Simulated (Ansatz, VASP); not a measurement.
One calculation of SnC3, two programs

The input INCAR:

```
  PREC = Accurate
  ENCUT = 520
  EDIFF = 1E-7
  ISMEAR = -1
  SIGMA = 0.02
  LREAL = F
  LASPH = T
  NELM = 60
  ALGO = Normal
  ISIF = 2
  LWAVE = F
  LCHARG = T
  GGA = PE
  LELF = T
  LVHAR = T
  NBANDS = 21
```

KPOINTS

```
Automatic mesh
0
Gamma
  8 8 6
```

The input POSCAR:

```
SnC3
1.0
    2.9788882431     -0.0119155530      0.0000000000
   -0.0119155530      2.9788882431      0.0000000000
    0.0000000000      0.0000000000      4.6435166754
C Sn
3 1
Direct
    0.5000000000      0.0000000000      0.8203632750
    0.5000000000      0.5000000000      0.0000000000
    0.0000000000      0.5000000000      0.1796367250
    0.0000000000      0.0000000000      0.5000000000
```

Input for Ansatz:

```yaml
crystal:
  lattice:
    - [2.9788882431, -0.011915553, 0.0]
    - [-0.011915553, 2.9788882431, 0.0]
    - [0.0, 0.0, 4.6435166754]
  atoms:
    - { symbol: C, position: [0.5, 0.0, 0.820363275] }
    - { symbol: C, position: [0.5, 0.5, 0.0] }
    - { symbol: C, position: [0.0, 0.5, 0.179636725] }
    - { symbol: Sn, position: [0.0, 0.0, 0.5] }
kpoints:
  mp_grid: { grid: [8, 8, 6] }
  band_path:
    path:
      - [0.0, 0.0, 0.0]
      - [0.0, 0.5, 0.0]
      - [0.5, 0.5, 0.0]
      - [0.0, 0.0, 0.5]
      - [0.0, 0.5, 0.5]
      - [0.5, 0.5, 0.5]
    npoints: 1
hamiltonian:
  xc: pbe
scf:
  occupations: { method: fermi_dirac, width: 0.02 }
  n_extra_bands: 5
output:
  forces: true
  stress: true
  eigenvalues: true
```

Change from the starting cell: shear_xy strain -0.8%.

Alike in both runs: task single point; functional PBE; k mesh 8 × 8 × 6; occupations fermi-dirac, width 0.02 eV; no spin polarisation.

```csv
,VASP,Ansatz
version,VASP 6.6.1,Ansatz 0.2.0
potentials or method,"VASP PAW PBE potentials, release 64 (C, Sn_d)","plane waves, PAW"
plane-wave cutoff (eV),520,420
valence electrons in the cell,26,26
```

Ansatz gave:

| Quantity | Value |
| --- | --- |
| pressure (GPa) | 2.7 |
| traceless stress, the component that is largest in VASP (GPa) | 0.65 |
| rms of the force components (eV/Å) | 0.142 |

Question: Estimate VASP's values.

Answer: Pressure (GPa): 2.7; traceless stress, the component that is largest in VASP (GPa): 0.65; rms of the force components (eV/Å): 0.137.

Atom by atom the forces differ by 0.004 eV/Å (rms over components).
